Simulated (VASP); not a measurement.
A run of VASP 6.6.1:

File INCAR:

```
PREC     = Accurate       # precision mode
ENCUT    = 520            # plane-wave cutoff, eV
EDIFF    = 1E-6           # SCF threshold, eV
ISMEAR   = 0              # smearing method
SIGMA    = 0.1            # smearing width, eV
LREAL    = False          # projectors in reciprocal space
LASPH    = True           # aspherical terms in the spheres
NELM     = 100            # most SCF steps
ALGO     = Normal         # electronic algorithm
ISIF     = 2              # what is computed and relaxed
LWAVE    = False          # write WAVECAR
LCHARG   = False          # write CHGCAR
LDIPOL   = True         
IDIPOL   = 3            
DIPOL    = 0.5 0.5 0.286
GGA      = PE             # functional
NBANDS   = 40             # bands
```

Contents of KPOINTS:

```
Automatic mesh
0
Gamma
  4 4 1
```

Contents of POSCAR:

```
Na4H
1.0
    7.2665057608      0.0000000000      0.0000000000
   -2.4221685869      6.8509273320      0.0000000000
    0.0000000000      0.0000000000     20.9665385532
Na H
8 2
Direct
    0.2500000000      0.2500000000      0.1907801800
    0.2500000000      0.7500000000      0.1907801800
    0.7500000000      0.2500000000      0.1907801800
    0.7500000000      0.7500000000      0.1907801800
    0.0000000000      0.0000000000      0.3322693699
    0.0000000000      0.5000000000      0.3322693699
    0.5000000000      0.0000000000      0.3322693699
    0.5000000000      0.5000000000      0.3322693699
   -0.0447257610      0.7500000000      0.3842569689
    0.0447257610      0.7500000000      0.3842569689
```

Potentials or basis: VASP PAW PBE potentials, release 64 (Na_pv, H).

Run with:

```bash
$ cat potpaw_PBE.64/Na_pv/POTCAR potpaw_PBE.64/H/POTCAR > POTCAR
$ mpirun -np 1 vasp_std > vasp.out
```

Hardware: 1 thread of Intel(R) Xeon(R) 6975P-C (Granite Rapids), on a shared host.

**Question.** How long does it take, and how much memory?

**Answer.** Run time: 8.4 min on 1 thread of Intel(R) Xeon(R) 6975P-C (Granite Rapids) (shared host), peak memory 1.1 GiB. Counts: scf iterations 22, k points 10.
